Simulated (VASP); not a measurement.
# Ge4F in VASP: further runs

Ge4F is run at these levels: PBE+D3(BJ); tasks: single point.

Program: VASP 6.6.1. These are calculated values, not measurements. Logs are shortened: lines on timing, memory, paths and dates and some standing lists are left out, and cuts for length are marked.

## (1) The cell of the first run

The cell holds a slab with vacuum, 5 atoms: a = 4.030 Å, b = 4.030 Å, c = 21.642 Å, α = 90.00°, β = 90.00°, γ = 90.00°.

## (2) Single point, PBE+D3(BJ)

INCAR reads:

```
PREC = Accurate
ENCUT = 520
EDIFF = 1E-6
ISMEAR = 0
SIGMA = 0.1
LREAL = F
LASPH = T
NELM = 100
ALGO = Normal
ISIF = 2
LWAVE = F
LCHARG = F
LDIPOL = T
IDIPOL = 3
DIPOL = 0.5 0.5 0.336
GGA = PE
IVDW = 12
NBANDS = 40
```

KPOINTS reads:

```
regular mesh
0
Gamma
  7 7 1
```

POSCAR reads:

```
Ge4F
1.0
    4.0303587907      0.0000000000      0.0000000000
    0.0000000000      4.0303587907      0.0000000000
    0.0000000000      0.0000000000     21.6416627718
Ge F
4 1
Direct
    0.0000000000      0.5000000000      0.1848286817
    0.0000000000      0.0000000000      0.2506714513
    0.5000000000      0.0000000000      0.3196569899
    0.5000000000      0.5000000000      0.3854446333
    0.5000000000      0.5000000000      0.5379282957
```

Potentials or basis: VASP PAW PBE potentials, release 64 (Ge_d, F).

Run with:

```sh
> cat potpaw_PBE.64/Ge_d/POTCAR potpaw_PBE.64/F/POTCAR > POTCAR
> mpirun -np 1 vasp_std > vasp.out
```

OUTCAR:

```text
PREC = Accurate
   ENCUT = 520
   EDIFF = 1E-6
   ISMEAR = 0
   LREAL = F
   LASPH = T
   NELM = 100
   ISIF = 2
   GGA = PE
   IVDW = 12
 IVDW          = 12

 ion  position               nearest neighbor table
   1  0.000  0.500  0.185-   2 2.47   2 2.47
   2  0.000  0.000  0.251-   1 2.47   1 2.47   3 2.51   3 2.51
   3  0.500  0.000  0.320-   4 2.47   4 2.47   2 2.51   2 2.51
   4  0.500  0.500  0.385-   3 2.47   3 2.47
   5  0.500  0.500  0.538-

  LATTYP: Found a simple tetragonal cell.
 ALAT       =     4.0303587907
 C/A-ratio  =     5.3696615849

  Lattice vectors:

 A1 = (   4.0303587907,   0.0000000000,   0.0000000000)
 A2 = (   0.0000000000,   4.0303587907,   0.0000000000)
 A3 = (   0.0000000000,   0.0000000000,  21.6416627718)

Analysis of symmetry for initial positions (statically):
=====================================================================
 Subroutine PRICEL returns:
 Original cell was already a primitive cell.

 Routine SETGRP: Setting up the symmetry group for a
 simple tetragonal supercell.

 Subroutine GETGRP returns: Found  4 space group operations
 (whereof  4 operations were pure point group operations)
 out of a pool of 16 trial point group operations.

The static configuration has the point symmetry C_2v.

Analysis of symmetry for dynamics (positions and initial velocities):
=====================================================================
 Subroutine PRICEL returns:
 Original cell was already a primitive cell.

 Routine SETGRP: Setting up the symmetry group for a
 simple tetragonal supercell.

 Subroutine GETGRP returns: Found  4 space group operations
 (whereof  4 operations were pure point group operations)
 out of a pool of 16 trial point group operations.

The dynamic configuration has the point symmetry C_2v.

 Subroutine INISYM returns: Found  4 space group operations
 (whereof  4 operations are pure point group operations),
 and found     1 'primitive' translations

----------------------------------------------------------------------------------------

                                     Primitive cell

  volume of cell :     351.5427

  direct lattice vectors                    reciprocal lattice vectors
     4.030358791  0.000000000  0.000000000     0.248116868  0.000000000  0.000000000
     0.000000000  4.030358791  0.000000000     0.000000000  0.248116868  0.000000000
     0.000000000  0.000000000 21.641662772     0.000000000  0.000000000  0.046207170

  length of vectors
[... 87 lines left out ...]
   POTIM  = 0.5000    time-step for ionic-motion
   TEBEG  =    0.0;   TEEND  =   0.0 temperature during run
   PSTRESS=    0.0 pullay stress
   NELECT =      63.0000    total number of electrons
   NUPDOWN=      -1.0000    fix difference up-down
   EMIN   =  10.00;   EMAX   =-10.00  energy-range for DOS
   EFERMI =   0.00;   METHOD = LEGACY
   ISMEAR =     0;   SIGMA  =   0.10  broadening in eV -4-tet -1-fermi 0-gaus
   EFERMI_NEDOS =   21; number of points for ismear=-14 and -15
   IALGO  =     38    algorithm
   IMIX   =      4    mixing-type and parameters
     AMIX     =   0.40;   BMIX     =  1.00
     AMIX_MAG =   1.60;   BMIX_MAG =  1.00
  volume/ion in A,a.u.               =      70.31       474.47
  Fermi-wavevector in a.u.,A,eV,Ry     =   0.922987  1.744193 11.590876  0.851905
  Thomas-Fermi vector in A             =   2.048574
   LORBIT       =      0    0 simple, 1 ext, 2 COOP (PROOUT), +10 PAW based schemes
   GGA     = PE    functional components
   LHFCALC =     F    Hartree Fock is set to
   AEXX    =    0.0000 exact exchange contribution
   IVDW    =    12    specifies the selected vdW correction
   LEPSILON=     F    determine dielectric tensor
   LRPA    =     F    only Hartree local field effects (RPA)
 non-spin polarized calculation
 Gauss-broadening in eV      SIGMA  =   0.10
  energy-cutoff  :      520.00
  volume of cell :      351.54
 maximum number of plane-waves:      9517
 NGX is ok and might be reduce to    30
   NGX = 15   NGY = 15   NGZ = 81

 number of electron      62.9999894 magnetization

 dipolmoment           0.000000      0.000000      0.501106 electrons x Angstroem

 Free energy of the ion-electron system (eV)
  ---------------------------------------------------
  ext. energy  EPLUGINS =         0.00000000
  ---------------------------------------------------
  free energy    TOTEN  =       -16.64530116 eV

  energy without entropy =      -16.58373312  energy(sigma->0) =      -16.61451714

 E-fermi :  -4.2047     XC(G=0):  -3.8993

 val. band max:       -4.2182182248   @ k =   0.4286   0.4286   0.0000
 cond. band min:      -4.1613320651   @ k =   0.2857   0.2857   0.0000
 fundamental gap:      0.0568861597
 Fermi energy:        -4.2046619240

 k-point     1 :       0.0000    0.0000    0.0000
  band No.  band energies     occupation
      1     -28.8595      2.00000
      2     -28.8335      2.00000
      3     -28.7829      2.00000
      4     -28.7755      2.00000
      5     -28.7232      2.00000
      6     -28.5516      2.00000
[... 677 lines left out ...]
     39       2.1445      0.00000
     40       2.7360      0.00000

------------------------ aborting loop because EDIFF is reached ----------------------------------------

 vacuum level on the upper side and lower side of the slab       (xc-potential included)         2.717        -2.728

 Edisp (eV)   -0.88080

 E8    (eV) :    -0.4076

  FORCE on cell =-STRESS in cart. coord.  units (eV):
  Direction    XX          YY          ZZ          XY          YZ          ZX
  --------------------------------------------------------------------------------------
  -------------------------------------------------------------------------------------
  Total      -2.24353     0.68625    -3.29051     0.00000     0.00000     0.00000
  in kB     -10.22504     3.12764   -14.99668     0.00000     0.00000     0.00000
  external pressure =       -7.36 kB  Pullay stress =        0.00 kB

 VOLUME and BASIS-vectors are now :
 -----------------------------------------------------------------------------
  energy-cutoff  :      520.00
  volume of cell :      351.54
      direct lattice vectors                 reciprocal lattice vectors
     4.030358791  0.000000000  0.000000000     0.248116868  0.000000000  0.000000000
     0.000000000  4.030358791  0.000000000     0.000000000  0.248116868  0.000000000
     0.000000000  0.000000000 21.641662772     0.000000000  0.000000000  0.046207170

 POSITION                                       TOTAL-FORCE (eV/Angst)
 -----------------------------------------------------------------------------------
      0.00000      2.01518      4.00000         0.000000      0.000000     -0.110052
      0.00000      0.00000      5.42495         0.000000      0.000000      0.129211
      2.01518      0.00000      6.91791         0.000000      0.000000      0.101975
      2.01518      2.01518      8.34166         0.000000      0.000000      0.858351
      2.01518      2.01518     11.64166         0.000000      0.000000     -0.979486
 -----------------------------------------------------------------------------------
    total drift:                                0.000000      0.000000     -0.001535

  FREE ENERGIE OF THE ION-ELECTRON SYSTEM (eV)
  ---------------------------------------------------
  free  energy   TOTEN  =       -17.5260973501 eV

  energy  without entropy=      -17.4645293104  energy(sigma->0) =      -17.49531333

 vacuum level on the upper side and lower side of the slab         6.235         0.653
```

stdout:

```text
POSCAR found type information on POSCAR GeF
 POSCAR found :  2 types and       5 ions
 scaLAPACK will be used
 LDA part: xc-table for (Slater+PW92), standard interpolation
 POSCAR, INCAR and KPOINTS ok, starting setup
 FFT: planning ... GRIDC
 FFT: planning ... GRID_SOFT
 FFT: planning ... GRID
 WAVECAR not read
 entering main loop
```

It took 4.2 min on 1 thread of Intel Xeon 6975P-C (Granite Rapids), shared host; peak memory 0.47 GiB.

Results:

- Free energy: -17.5261 eV
- Largest force: 0.979 eV/Å
- Dispersion energy per atom: -0.176 eV

Forces on the atoms (eV/Å):
```
Ge   0.000  0.000 -0.110
Ge   0.000  0.000  0.129
Ge   0.000  0.000  0.102
Ge   0.000  0.000  0.858
F    0.000  0.000 -0.979
```

Levels at points of the mesh, in eV from the Fermi level:
| k point | band 27 | band 28 | band 29 | band 30 | band 31 | band 32 | band 33 | band 34 | band 35 | band 36 |
| --- | --- | --- | --- | --- | --- | --- | --- | --- | --- | --- |
| (0.00, 0.00, 0.00) | -1.55 | -0.45 | -0.39 | -0.05 | -0.05 | 0.82 | 1.27 | 1.88 | 2.03 | 2.40 |

Caveat: an odd number of electrons without spin polarisation forces a metal; a magnetic or distorted state may lie lower.

## (3) Single point, PBE+D3(BJ)

Edit INCAR of step 2 so:

```diff
@@ -7,3 +7,3 @@
 LASPH = T
-NELM = 100
+NELM = 60
 ALGO = Normal
```

KPOINTS reads:

```
Automatic mesh
0
Gamma
  7 7 1
```

Edit POSCAR of step 2 so:

```diff
@@ -12,2 +12,2 @@
     0.5000000000      0.5000000000      0.3854446333
-    0.5000000000      0.5000000000      0.5379282957
+    0.5000000000      1.0000000000      0.5379282957
```

Potentials or basis: VASP PAW PBE potentials, release 64 (Ge_d, F).

Run with:

```sh
> cat potpaw_PBE.64/Ge_d/POTCAR potpaw_PBE.64/F/POTCAR > POTCAR
> mpirun -np 1 vasp_std > vasp.out
```

OUTCAR:

```text
PREC = Accurate
   ENCUT = 520
   EDIFF = 1E-6
   ISMEAR = 0
   LREAL = F
   LASPH = T
   NELM = 60
   ISIF = 2
   GGA = PE
   IVDW = 12
 IVDW          = 12

 ion  position               nearest neighbor table
   1  0.000  0.500  0.185-   2 2.47   2 2.47
   2  0.000  0.000  0.251-   1 2.47   1 2.47   3 2.51   3 2.51
   3  0.500  0.000  0.320-   4 2.47   4 2.47   2 2.51   2 2.51
   4  0.500  0.500  0.385-   3 2.47   3 2.47
   5  0.500  0.000  0.538-

  LATTYP: Found a simple tetragonal cell.
 ALAT       =     4.0303587907
 C/A-ratio  =     5.3696615849

  Lattice vectors:

 A1 = (   4.0303587907,   0.0000000000,   0.0000000000)
 A2 = (   0.0000000000,   4.0303587907,   0.0000000000)
 A3 = (   0.0000000000,   0.0000000000,  21.6416627718)

Analysis of symmetry for initial positions (statically):
=====================================================================
 Subroutine PRICEL returns:
 Original cell was already a primitive cell.

 Routine SETGRP: Setting up the symmetry group for a
 simple tetragonal supercell.

 Subroutine GETGRP returns: Found  4 space group operations
 (whereof  4 operations were pure point group operations)
 out of a pool of 16 trial point group operations.

The static configuration has the point symmetry C_2v.

Analysis of symmetry for dynamics (positions and initial velocities):
=====================================================================
 Subroutine PRICEL returns:
 Original cell was already a primitive cell.

 Routine SETGRP: Setting up the symmetry group for a
 simple tetragonal supercell.

 Subroutine GETGRP returns: Found  4 space group operations
 (whereof  4 operations were pure point group operations)
 out of a pool of 16 trial point group operations.

The dynamic configuration has the point symmetry C_2v.

 Subroutine INISYM returns: Found  4 space group operations
 (whereof  4 operations are pure point group operations),
 and found     1 'primitive' translations

----------------------------------------------------------------------------------------

                                     Primitive cell

  volume of cell :     351.5427

  direct lattice vectors                    reciprocal lattice vectors
     4.030358791  0.000000000  0.000000000     0.248116868  0.000000000  0.000000000
     0.000000000  4.030358791  0.000000000     0.000000000  0.248116868  0.000000000
     0.000000000  0.000000000 21.641662772     0.000000000  0.000000000  0.046207170

  length of vectors
     4.030358791  4.030358791 21.641662772     0.248116868  0.248116868  0.046207170

  position of ions in fractional coordinates (direct lattice)
     0.000000000  0.500000000  0.184828682
     0.000000000  0.000000000  0.250671451
     0.500000000  0.000000000  0.319656990
     0.500000000  0.500000000  0.385444633
     0.500000000  0.000000000  0.537928296

  ion indices of the primitive-cell ions
   primitive index   ion index
                 1           1
                 2           2
                 3           3
                 4           4
                 5           5

----------------------------------------------------------------------------------------

[... 30 lines left out ...]
  0.000000  0.285714  0.000000      2.000000
  0.428571  0.000000  0.000000      2.000000
[... 8 lines left out ...]
 -0.285714  0.428571  0.000000      4.000000
  0.428571  0.428571  0.000000      4.000000
   k-points           NKPTS =     16   k-points in BZ     NKDIM =     16   number of bands    NBANDS=     40
   number of dos      NEDOS =    301   number of ions     NIONS =      5
   total plane-waves  NPLWV = 145800
   dimension x,y,z NGX =    30 NGY =   30 NGZ =  162
   dimension x,y,z NGXF=    60 NGYF=   60 NGZF=  324
   ions per type =               4   1
   NGX,Y,Z   is equivalent  to a cutoff of  12.37, 12.37, 12.44 a.u.
   NGXF,Y,Z  is equivalent  to a cutoff of  24.75, 24.75, 24.89 a.u.
 SYSTEM =  unknown system
   PREC   = accura    normal or accurate (medium, high low for compatibility)
   ISTART =      0    job   : 0-new  1-cont  2-samecut
   ICHARG =      2    charge: 1-file 2-atom 10-const
   ISPIN  =      1    spin polarized calculation?
   LNONCOLLINEAR =      F non collinear calculations
   LSORBIT =      F    spin-orbit coupling
   LASPH  =      T    aspherical Exc in radial PAW
   ENCUT  =  520.0 eV  38.22 Ry    6.18 a.u.   7.49  7.49 40.24*2*pi/ulx,y,z
   NELM   =     60;   NELMIN=  2; NELMDL= -5     # of ELM steps
   EDIFF  = 0.1E-05   stopping-criterion for ELM
   LREAL  =      F    real-space projection
   EDIFFG = 0.1E-04   stopping-criterion for IOM
   NSW    =      0    number of steps for IOM
   IBRION =     -1    ionic relax: 0-MD 1-quasi-New 2-CG
   NFREE  =      0    steps in history (QN), initial steepest desc. (CG)
   ISIF   =      2    stress and relaxation
   ISYM   =      2    0-nonsym 1-usesym 2-fastsym
   POTIM  = 0.5000    time-step for ionic-motion
   TEBEG  =    0.0;   TEEND  =   0.0 temperature during run
   PSTRESS=    0.0 pullay stress
   NELECT =      63.0000    total number of electrons
   NUPDOWN=      -1.0000    fix difference up-down
   EMIN   =  10.00;   EMAX   =-10.00  energy-range for DOS
   EFERMI =   0.00;   METHOD = LEGACY
   ISMEAR =     0;   SIGMA  =   0.10  broadening in eV -4-tet -1-fermi 0-gaus
   EFERMI_NEDOS =   21; number of points for ismear=-14 and -15
   IALGO  =     38    algorithm
   IMIX   =      4    mixing-type and parameters
     AMIX     =   0.40;   BMIX     =  1.00
     AMIX_MAG =   1.60;   BMIX_MAG =  1.00
  volume/ion in A,a.u.               =      70.31       474.47
  Fermi-wavevector in a.u.,A,eV,Ry     =   0.922987  1.744193 11.590876  0.851905
  Thomas-Fermi vector in A             =   2.048574
   LORBIT       =      0    0 simple, 1 ext, 2 COOP (PROOUT), +10 PAW based schemes
   GGA     = PE    functional components
   LHFCALC =     F    Hartree Fock is set to
   AEXX    =    0.0000 exact exchange contribution
   IVDW    =    12    specifies the selected vdW correction
   LEPSILON=     F    determine dielectric tensor
   LRPA    =     F    only Hartree local field effects (RPA)
 non-spin polarized calculation
 Gauss-broadening in eV      SIGMA  =   0.10
  energy-cutoff  :      520.00
  volume of cell :      351.54
 maximum number of plane-waves:      9517
 NGX is ok and might be reduce to    30
   NGX = 15   NGY = 15   NGZ = 81

 number of electron      62.9999895 magnetization

 dipolmoment           0.000000      0.000000      0.505171 electrons x Angstroem

 Free energy of the ion-electron system (eV)
  ---------------------------------------------------
  ext. energy  EPLUGINS =         0.00000000
  ---------------------------------------------------
  free energy    TOTEN  =       -16.47083256 eV

  energy without entropy =      -16.39130850  energy(sigma->0) =      -16.43107053

 E-fermi :  -4.2461     XC(G=0):  -3.9046

 val. band max:       -4.2601513476   @ k =   0.4286   0.4286   0.0000
 cond. band min:      -4.2338374266   @ k =  -0.1429   0.2857   0.0000
 fundamental gap:      0.0263139209
 Fermi energy:        -4.2461211326

 k-point     1 :       0.0000    0.0000    0.0000
  band No.  band energies     occupation
      1     -28.7946      2.00000
      2     -28.7626      2.00000
      3     -28.7132      2.00000
      4     -28.7040      2.00000
      5     -28.6476      2.00000
      6     -28.5626      2.00000
[... 677 lines left out ...]
     39       2.1565      0.00000
     40       2.7587      0.00000

------------------------ aborting loop because EDIFF is reached ----------------------------------------

 vacuum level on the upper side and lower side of the slab       (xc-potential included)         2.737        -2.751

 Edisp (eV)   -0.88134

 E8    (eV) :    -0.4078

  FORCE on cell =-STRESS in cart. coord.  units (eV):
  Direction    XX          YY          ZZ          XY          YZ          ZX
  --------------------------------------------------------------------------------------
  -------------------------------------------------------------------------------------
  Total      -2.05198     0.14426    -1.89590     0.00000     0.00000     0.00000
  in kB      -9.35201     0.65745    -8.64068     0.00000     0.00000     0.00000
  external pressure =       -5.78 kB  Pullay stress =        0.00 kB

 VOLUME and BASIS-vectors are now :
 -----------------------------------------------------------------------------
  energy-cutoff  :      520.00
  volume of cell :      351.54
      direct lattice vectors                 reciprocal lattice vectors
     4.030358791  0.000000000  0.000000000     0.248116868  0.000000000  0.000000000
     0.000000000  4.030358791  0.000000000     0.000000000  0.248116868  0.000000000
     0.000000000  0.000000000 21.641662772     0.000000000  0.000000000  0.046207170

 POSITION                                       TOTAL-FORCE (eV/Angst)
 -----------------------------------------------------------------------------------
      0.00000      2.01518      4.00000         0.000000      0.000000     -0.078004
      0.00000      0.00000      5.42495         0.000000      0.000000      0.085572
      2.01518      0.00000      6.91791         0.000000      0.000000      0.021677
      2.01518      2.01518      8.34166         0.000000      0.000000      0.557018
      2.01518      0.00000     11.64166         0.000000      0.000000     -0.586264
 -----------------------------------------------------------------------------------
    total drift:                                0.000000      0.000000     -0.002190

  FREE ENERGIE OF THE ION-ELECTRON SYSTEM (eV)
  ---------------------------------------------------
  free  energy   TOTEN  =       -17.3521726485 eV

  energy  without entropy=      -17.2726485816  energy(sigma->0) =      -17.31241062

 vacuum level on the upper side and lower side of the slab         6.260         0.633
```

stdout:

```text
POSCAR found type information on POSCAR GeF
 POSCAR found :  2 types and       5 ions
 scaLAPACK will be used
 LDA part: xc-table for (Slater+PW92), standard interpolation
 POSCAR, INCAR and KPOINTS ok, starting setup
 FFT: planning ... GRIDC
 FFT: planning ... GRID_SOFT
 FFT: planning ... GRID
 WAVECAR not read
 entering main loop
```

Wall time 4.1 min (1 thread of Intel Xeon 6975P-C (Granite Rapids), shared host); peak memory 0.46 GiB.

Results:

```
Free energy                : -17.3522 eV
Largest force              : 0.586 eV/Å
Dispersion energy per atom : -0.176 eV
```

Forces on the atoms (eV/Å):
```
Ge   0.000  0.000 -0.078
Ge   0.000  0.000  0.086
Ge   0.000  0.000  0.022
Ge   0.000  0.000  0.557
F    0.000  0.000 -0.586
```

Levels at points of the mesh, in eV from the Fermi level:
```tsv
k point	band 29	band 30	band 31	band 32	band 33	band 34
(0.00, 0.00, 0.00)	-0.20	-0.06	-0.03	0.82	1.32	1.95
```

Caveat: an odd number of electrons without spin polarisation forces a metal; a magnetic or distorted state may lie lower.
